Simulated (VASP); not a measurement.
# Ge (P4_32_12) in VASP: a series of runs

Ge is run at these levels: PBE; tasks: single point.

All numbers are computed with VASP 6.6.1; they aren't measurements. Logs are shortened: lines on timing, memory, paths and dates and some standing lists are left out, and cuts for length are marked.

## (1) The cell of the first run

The structure is tetragonal, space group P4_32_12 (No. 96). Conventional cell: a = 5.930 Å, b = 5.930 Å, c = 6.980 Å, α = 90.00°, β = 90.00°, γ = 90.00°. Within 3.3 Å of Ge (site symmetry 2) lie 4 Ge at 2.49 to 2.50 Å. Within 3.3 Å of Ge (site symmetry 1) lie 4 Ge at 2.49 to 2.52 Å.

## (2) Single point, PBE

INCAR

```
PREC = Accurate ; ENCUT = 520
EDIFF = 1E-6 ; ISMEAR = -1
SIGMA = 0.02 ; LREAL = False
LASPH = True ; NELM = 60
ALGO = Normal ; ISIF = 2
LWAVE = False ; LCHARG = False
GGA = PE ; NBANDS = 96
KPAR = 4
```

KPOINTS

```
regular mesh
0
Gamma
  8 8 7
```

POSCAR

```
Ge
1.0
    5.9300000000      0.0000000000      0.0000000000
    0.0000000000      5.9300000000      0.0000000000
    0.0000000000      0.0000000000      6.9800000000
Ge
12
Direct
    0.0898950494      0.0898950494      0.0000000000
    0.4101049506      0.5898950494      0.7500000000
    0.9101049506      0.9101049506      0.5000000000
    0.5898950494      0.4101049506      0.2500000000
    0.1723421967      0.3691194156      0.2595022721
    0.1308805844      0.6723421967      0.0095022721
    0.8276578033      0.6308805844      0.7595022721
    0.8691194156      0.3276578033      0.5095022721
    0.6723421967      0.1308805844     -0.0095022721
    0.6308805844      0.8276578033      0.2404977279
    0.3276578033      0.8691194156      0.4904977279
    0.3691194156      0.1723421967      0.7404977279
```

Potentials or basis: VASP PAW PBE potentials, release 64 (Ge_d).

On the command line:

```
cat potpaw_PBE.64/Ge_d/POTCAR > POTCAR
mpirun -np 4 vasp_std > vasp.out
```

OUTCAR:

```text
PREC = Accurate
   ENCUT = 520
   EDIFF = 1E-6
   ISMEAR = -1
   LREAL = False
   LASPH = True
   NELM = 60
   ISIF = 2
   GGA = PE

 ion  position               nearest neighbor table
   1  0.090  0.090  0.000-   6 2.49   9 2.49   5 2.50  12 2.50
   2  0.410  0.590  0.750-   7 2.49  12 2.49  11 2.50   6 2.50
   3  0.910  0.910  0.500-   8 2.49  11 2.49  10 2.50   7 2.50
   4  0.590  0.410  0.250-   5 2.49  10 2.49   9 2.50   8 2.50
   5  0.172  0.369  0.260-   4 2.49   1 2.50   6 2.52   8 2.52
   6  0.131  0.672  0.010-   1 2.49   2 2.50   5 2.52   7 2.52
   7  0.828  0.631  0.760-   2 2.49   3 2.50   6 2.52   8 2.52
   8  0.869  0.328  0.510-   3 2.49   4 2.50   5 2.52   7 2.52
   9  0.672  0.131  0.990-   1 2.49   4 2.50  10 2.52  12 2.52
  10  0.631  0.828  0.240-   4 2.49   3 2.50   9 2.52  11 2.52
  11  0.328  0.869  0.490-   3 2.49   2 2.50  10 2.52  12 2.52
  12  0.369  0.172  0.740-   2 2.49   1 2.50   9 2.52  11 2.52

  LATTYP: Found a simple tetragonal cell.
 ALAT       =     5.9300000000
 C/A-ratio  =     1.1770657673

  Lattice vectors:

 A1 = (   5.9300000000,   0.0000000000,   0.0000000000)
 A2 = (   0.0000000000,   5.9300000000,   0.0000000000)
 A3 = (   0.0000000000,   0.0000000000,   6.9800000000)

Analysis of symmetry for initial positions (statically):
=====================================================================
 Subroutine PRICEL returns:
 Original cell was already a primitive cell.

 Routine SETGRP: Setting up the symmetry group for a
 simple tetragonal supercell.

 Subroutine GETGRP returns: Found  8 space group operations
 (whereof  2 operations were pure point group operations)
 out of a pool of 16 trial point group operations.

The static configuration has the point symmetry C_2 .
 The point group associated with its full space group is D_4 .

Analysis of symmetry for dynamics (positions and initial velocities):
=====================================================================
 Subroutine PRICEL returns:
 Original cell was already a primitive cell.

 Routine SETGRP: Setting up the symmetry group for a
 simple tetragonal supercell.

 Subroutine GETGRP returns: Found  8 space group operations
 (whereof  2 operations were pure point group operations)
 out of a pool of 16 trial point group operations.

The dynamic configuration has the point symmetry C_2 .
 The point group associated with its full space group is D_4 .

 Subroutine INISYM returns: Found  8 space group operations
 (whereof  2 operations are pure point group operations),
 and found     1 'primitive' translations

----------------------------------------------------------------------------------------

                                     Primitive cell

  volume of cell :     245.4510

  direct lattice vectors                    reciprocal lattice vectors
     5.930000000  0.000000000  0.000000000     0.168634064  0.000000000  0.000000000
     0.000000000  5.930000000  0.000000000     0.000000000  0.168634064  0.000000000
     0.000000000  0.000000000  6.980000000     0.000000000  0.000000000  0.143266476

  length of vectors
     5.930000000  5.930000000  6.980000000     0.168634064  0.168634064  0.143266476

  position of ions in fractional coordinates (direct lattice)
     0.089895049  0.089895049  0.000000000
     0.410104951  0.589895049  0.750000000
     0.910104951  0.910104951  0.500000000
     0.589895049  0.410104951  0.250000000
     0.172342197  0.369119416  0.259502272
     0.130880584  0.672342197  0.009502272
     0.827657803  0.630880584  0.759502272
     0.869119416  0.327657803  0.509502272
     0.672342197  0.130880584  0.990497728
     0.630880584  0.827657803  0.240497728
     0.327657803  0.869119416  0.490497728
     0.369119416  0.172342197  0.740497728

  ion indices of the primitive-cell ions
   primitive index   ion index
                 1           1
                 2           2
                 3           3
                 4           4
                 5           5
                 6           6
                 7           7
                 8           8
                 9           9
                10          10
                11          11
                12          12

----------------------------------------------------------------------------------------

 KPOINTS: regular mesh

Automatic generation of k-mesh.
 Grid dimensions read from file:
 generate k-points for:    8    8    7

 Generating k-lattice:

  Cartesian coordinates                     Fractional coordinates (reciprocal lattice)
     0.021079258  0.000000000  0.000000000     0.125000000  0.000000000  0.000000000
     0.000000000  0.021079258  0.000000000     0.000000000  0.125000000  0.000000000
     0.000000000  0.000000000  0.020466639     0.000000000  0.000000000  0.142857143

  Length of vectors
     0.021079258  0.021079258  0.020466639

  Shift w.r.t. Gamma in fractional coordinates (k-lattice)
     0.000000000  0.000000000  0.000000000

 Subroutine IBZKPT returns following result:
 ===========================================

 Found     60 irreducible k-points:

 Following reciprocal coordinates:
            Coordinates               Weight
  0.000000  0.000000  0.000000      1.000000
  0.125000  0.000000  0.000000      4.000000
  0.250000  0.000000  0.000000      4.000000
  0.375000  0.000000  0.000000      4.000000
  0.500000  0.000000  0.000000      2.000000
  0.125000  0.125000  0.000000      4.000000
[... 16 lines left out ...]
  0.375000  0.125000  0.142857     16.000000
  0.500000  0.125000  0.142857      8.000000
 [... further k-points ...]
   k-points           NKPTS =     60   k-points in BZ     NKDIM =     60   number of bands    NBANDS=     96
   number of dos      NEDOS =    301   number of ions     NIONS =     12
   total plane-waves  NPLWV = 124416
   dimension x,y,z NGX =    48 NGY =   48 NGZ =   54
   dimension x,y,z NGXF=    96 NGYF=   96 NGZF=  108
   ions per type =              12
   NGX,Y,Z   is equivalent  to a cutoff of  13.46, 13.46, 12.86 a.u.
   NGXF,Y,Z  is equivalent  to a cutoff of  26.91, 26.91, 25.72 a.u.
 SYSTEM =  unknown system
   PREC   = accura    normal or accurate (medium, high low for compatibility)
   ISTART =      0    job   : 0-new  1-cont  2-samecut
   ICHARG =      2    charge: 1-file 2-atom 10-const
   ISPIN  =      1    spin polarized calculation?
   LNONCOLLINEAR =      F non collinear calculations
   LSORBIT =      F    spin-orbit coupling
   LASPH  =      T    aspherical Exc in radial PAW
   ENCUT  =  520.0 eV  38.22 Ry    6.18 a.u.  11.03 11.03 12.98*2*pi/ulx,y,z
   NELM   =     60;   NELMIN=  2; NELMDL= -5     # of ELM steps
   EDIFF  = 0.1E-05   stopping-criterion for ELM
   LREAL  =      F    real-space projection
   EDIFFG = 0.1E-04   stopping-criterion for IOM
   NSW    =      0    number of steps for IOM
   IBRION =     -1    ionic relax: 0-MD 1-quasi-New 2-CG
   NFREE  =      0    steps in history (QN), initial steepest desc. (CG)
   ISIF   =      2    stress and relaxation
   ISYM   =      2    0-nonsym 1-usesym 2-fastsym
   POTIM  = 0.5000    time-step for ionic-motion
   TEBEG  =    0.0;   TEEND  =   0.0 temperature during run
   PSTRESS=    0.0 pullay stress
   NELECT =     168.0000    total number of electrons
   NUPDOWN=      -1.0000    fix difference up-down
   EMIN   =  10.00;   EMAX   =-10.00  energy-range for DOS
   EFERMI =   0.00;   METHOD = LEGACY
   ISMEAR =    -1;   SIGMA  =   0.02  broadening in eV -4-tet -1-fermi 0-gaus
   EFERMI_NEDOS =   21; number of points for ismear=-14 and -15
   IALGO  =     38    algorithm
   IMIX   =      4    mixing-type and parameters
     AMIX     =   0.40;   BMIX     =  1.00
     AMIX_MAG =   1.60;   BMIX_MAG =  1.00
  volume/ion in A,a.u.               =      20.45       138.03
  Fermi-wavevector in a.u.,A,eV,Ry     =   1.442745  2.726393 28.320716  2.081514
  Thomas-Fermi vector in A             =   2.561231
   LORBIT       =      0    0 simple, 1 ext, 2 COOP (PROOUT), +10 PAW based schemes
   GGA     = PE    functional components
   LHFCALC =     F    Hartree Fock is set to
   AEXX    =    0.0000 exact exchange contribution
   IVDW    =     0    specifies the selected vdW correction
   LEPSILON=     F    determine dielectric tensor
   LRPA    =     F    only Hartree local field effects (RPA)
 non-spin polarized calculation
  energy-cutoff  :      520.00
  volume of cell :      245.45
 maximum number of plane-waves:      6640
 NGX is ok and might be reduce to    48
   NGX = 23   NGY = 23   NGZ = 25

 number of electron     167.9999998 magnetization

 Free energy of the ion-electron system (eV)
  ---------------------------------------------------
  ext. energy  EPLUGINS =         0.00000000
  ---------------------------------------------------
  free energy    TOTEN  =       -52.38866546 eV

  energy without entropy =      -52.38866544  energy(sigma->0) =      -52.38866545

 E-fermi :   5.6158     XC(G=0): -10.6565

 val. band max:        5.3221580314   @ k =   0.3750   0.3750   0.0000
 cond. band min:       5.8848822364   @ k =   0.3750   0.3750   0.0000
 fundamental gap:      0.5627242049
 Fermi energy:         5.6157628110

 k-point     1 :       0.0000    0.0000    0.0000
  band No.  band energies     occupation
      1     -19.0115      2.00000
      2     -18.9859      2.00000
      3     -18.9859      2.00000
      4     -18.9698      2.00000
      5     -18.9698      2.00000
      6     -18.9698      2.00000
[... 88 lines left out ...]
     95      10.1556      0.00000
     96      10.1556      0.00000

 k-point     2 :       0.1250    0.0000    0.0000
  band No.  band energies     occupation
      1     -19.0098      2.00000
      2     -18.9868      2.00000
      3     -18.9845      2.00000
      4     -18.9717      2.00000
      5     -18.9698      2.00000
      6     -18.9693      2.00000
[... 2167 lines left out ...]
     95       9.8040      0.00000
     96       9.8883      0.00000

 k-point    24 :       0.5000    0.1250    0.1429
  band No.  band energies     occupation
      1     -18.9914      2.00000
      2     -18.9914      2.00000
      3     -18.9895      2.00000
      4     -18.9895      2.00000
      5     -18.9683      2.00000
      6     -18.9683      2.00000
[... 88 lines left out ...]
     95       9.8471      0.00000
     96       9.8471      0.00000

 [... further k-points ...]

------------------------ aborting loop because EDIFF is reached ----------------------------------------

  FORCE on cell =-STRESS in cart. coord.  units (eV):
  Direction    XX          YY          ZZ          XY          YZ          ZX
  --------------------------------------------------------------------------------------
  -------------------------------------------------------------------------------------
  Total        4.7986201      4.7986201      3.8984001      0.0000000     -0.0000000      0.0000000
  in kB       31.3229129     31.3229129     25.4467419      0.0000000     -0.0000000      0.0000000
  external PRESSURE =      29.3641892 kB  Pullay stress =       0.0000000 kB

 VOLUME and BASIS-vectors are now :
 -----------------------------------------------------------------------------
  energy-cutoff  :      520.00
  volume of cell :      245.45
      direct lattice vectors                 reciprocal lattice vectors
     5.930000000  0.000000000  0.000000000     0.168634064  0.000000000  0.000000000
     0.000000000  5.930000000  0.000000000     0.000000000  0.168634064  0.000000000
     0.000000000  0.000000000  6.980000000     0.000000000  0.000000000  0.143266476

 POSITION                                       TOTAL-FORCE (eV/Angst)
 -----------------------------------------------------------------------------------
      0.53308      0.53308      0.00000        -0.000631     -0.000631      0.000000
      2.43192      3.49808      5.23500         0.000631     -0.000631     -0.000000
      5.39692      5.39692      3.49000         0.000631      0.000631      0.000000
      3.49808      2.43192      1.74500        -0.000631      0.000631     -0.000000
      1.02199      2.18888      1.81133         0.009524     -0.006294     -0.000653
      0.77612      3.98699      0.06633         0.006294      0.009524     -0.000653
      4.90801      3.74112      5.30133        -0.009524      0.006294     -0.000653
      5.15388      1.94301      3.55633        -0.006294     -0.009524     -0.000653
      3.98699      0.77612      6.91367         0.009524      0.006294      0.000653
      3.74112      4.90801      1.67867         0.006294     -0.009524      0.000653
      1.94301      5.15388      3.42367        -0.009524     -0.006294      0.000653
      2.18888      1.02199      5.16867        -0.006294      0.009524      0.000653
 -----------------------------------------------------------------------------------
    total drift:                               -0.000000      0.000000     -0.000000

  FREE ENERGIE OF THE ION-ELECTRON SYSTEM (eV)
  ---------------------------------------------------
  free  energy   TOTEN  =       -52.3886654609 eV

  energy  without entropy=      -52.3886654440  energy(sigma->0) =      -52.38866545
```

It took 6.5 min on 4 MPI ranks of Intel Xeon Platinum 8259CL at 2.50GHz (Skylake/Cascade Lake), shared host; peak memory 0.96 GiB.

What came out:

```yaml
Free_energy: -52.3887 eV
Pressure: 2.9 GPa
Largest_force: 0.011 eV/Å
Band_gap_on_the_k_mesh: 0.56 eV
```

Forces on the atoms (eV/Å):
```
Ge  -0.001 -0.001  0.000
Ge   0.001 -0.001  0.000
Ge   0.001  0.001  0.000
Ge  -0.001  0.001  0.000
Ge   0.010 -0.006 -0.001
Ge   0.006  0.010 -0.001
Ge  -0.010  0.006 -0.001
Ge  -0.006 -0.010 -0.001
Ge   0.010  0.006  0.001
Ge   0.006 -0.010  0.001
Ge  -0.010 -0.006  0.001
Ge  -0.006  0.010  0.001
```

Levels at points of the mesh, in eV from the valence-band top:
| k point | band 82 | band 83 | band 84 | band 85 | band 86 | band 87 |
| --- | --- | --- | --- | --- | --- | --- |
| (0.00, 0.00, 0.00) | -0.97 | -0.97 | -0.21 | 1.45 | 1.73 | 1.73 |
| (0.50, 0.00, 0.00) | -0.54 | -0.04 | -0.04 | 1.20 | 1.20 | 2.26 |
| (0.50, 0.50, 0.00) | -0.29 | -0.06 | -0.06 | 1.18 | 1.18 | 1.62 |

A k mesh can miss the band edges.

## (3) Single point, PBE (z stretched by -1 %, then relaxed in part)

INCAR

```
PREC = Accurate
ENCUT = 520
EDIFF = 1E-7
ISMEAR = -1
SIGMA = 0.02
LREAL = F
LASPH = T
NELM = 60
ALGO = Normal
ISIF = 2
LWAVE = F
LCHARG = F
GGA = PE
NBANDS = 96
KPAR = 4
```

KPOINTS

```
Automatic mesh
0
Gamma
  8 8 7
```

POSCAR

```
Ge
1.0
    5.9300000000      0.0000000000      0.0000000000
    0.0000000000      5.9300000000      0.0000000000
    0.0000000000      0.0000000000      6.9102000000
Ge
12
Direct
    0.0907267392      0.0907267392      0.0000000000
    0.4092732608      0.5907267392      0.7500000000
    0.9092732608      0.9092732608      0.5000000000
    0.5907267392      0.4092732608      0.2500000000
    0.1735440591      0.3690766748      0.2619097006
    0.1309233252      0.6735440591      0.0119097006
    0.8264559409      0.6309233252      0.7619097006
    0.8690766748      0.3264559409      0.5119097006
    0.6735440591      0.1309233252     -0.0119097006
    0.6309233252      0.8264559409      0.2380902994
    0.3264559409      0.8690766748      0.4880902994
    0.3690766748      0.1735440591      0.7380902994
```

Potentials or basis: VASP PAW PBE potentials, release 64 (Ge_d).

On the command line:

```
cat potpaw_PBE.64/Ge_d/POTCAR > POTCAR
mpirun -np 4 vasp_std > vasp.out
```

Run time: 6.6 min. Hardware: 4 MPI ranks of Intel Xeon Platinum 8488C (Sapphire Rapids), shared host; peak memory 0.97 GiB.

It converged, with:

```
Free energy            : -52.3417 eV
Pressure               : 3.6 GPa
Largest force          : 0.012 eV/Å
Band gap on the k mesh : 0.53 eV
```

Forces on the atoms (eV/Å):
```
Ge  -0.002 -0.002  0.000
Ge   0.002 -0.002  0.000
Ge   0.002  0.002  0.000
Ge  -0.002  0.002  0.000
Ge   0.010 -0.005  0.002
Ge   0.005  0.010  0.002
Ge  -0.010  0.005  0.002
Ge  -0.005 -0.010  0.002
Ge   0.010  0.005 -0.002
Ge   0.005 -0.010 -0.002
Ge  -0.010 -0.005 -0.002
Ge  -0.005  0.010 -0.002
```

Levels at points of the mesh, in eV from the valence-band top:
```csv
k point,band 81,band 82,band 83,band 84,band 85,band 86,band 87,band 88
"(0.00, 0.00, 0.00)",-1.10,-1.05,-1.05,-0.20,1.41,1.67,1.67,2.47
"(0.50, 0.00, 0.00)",-0.55,-0.55,-0.10,-0.10,1.14,1.14,2.22,2.22
"(0.50, 0.50, 0.00)",-0.29,-0.29,-0.09,-0.09,1.15,1.15,1.56,1.56
```

Caveat: the cell differs from its parent crystal (z stretched by -1 %, then relaxed in part); the cell stands under pressure.
